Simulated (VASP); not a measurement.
# InP: single point with PBE

Crystal: InP.

```
CELL_PARAMETERS angstrom
0.00000 2.61091 3.69183
2.61091 0.00000 3.69183
2.61091 2.61091 0.00000
ATOMIC_POSITIONS crystal
In 0.00000 0.00000 0.00000
P 0.75000 0.75000 0.75000
```

This cell differs from its parent crystal: ratio of the length along z to the lengths across it x 1.414, volume and fractional coordinates fixed.

| Property | Result |
| --- | --- |
| Program | VASP 6.6.1 |
| Task | single point |
| Functional | PBE |
| Potentials or basis | VASP PAW PBE potentials, release 64 (In_d, P) |
| Cutoff | 520 eV |
| k mesh | 10 × 10 × 10 |
| Occupations | gaussian, width 0.05 eV |
| Spin | no spin polarisation |

The pressure is 1.6 GPa and the band gap on the k mesh is zero (bands 9 and 10 overlap by 0.29 eV).

Stress tensor (GPa, compression positive):
```
  8.30   0.00   0.00
  0.00   8.30   0.00
  0.00   0.00 -11.85
```

Levels at points of the mesh, in eV from the Fermi level:
```tsv
k point	band 7	band 8	band 9	band 10	band 11	band 12
(0.00, 0.00, 0.00)	-2.37	-1.12	0.09	0.09	3.88	3.88
(0.50, 0.00, 0.00)	-6.22	-2.76	-0.63	-0.15	4.82	5.65
(0.50, 0.50, 0.00)	-7.64	-1.35	-1.35	2.79	3.57	6.09
(0.50, 0.00, 0.50)	-5.40	-3.26	-3.19	0.57	0.70	5.83
```

Wall time 2.1 min on 1 thread of Intel Xeon 8259CL (shared host), peak memory 0.23 GiB.

Caveat: semilocal functionals underestimate gaps, so a narrow gap can read as zero; spin-orbit coupling is left out, which moves the levels of the heavy elements.
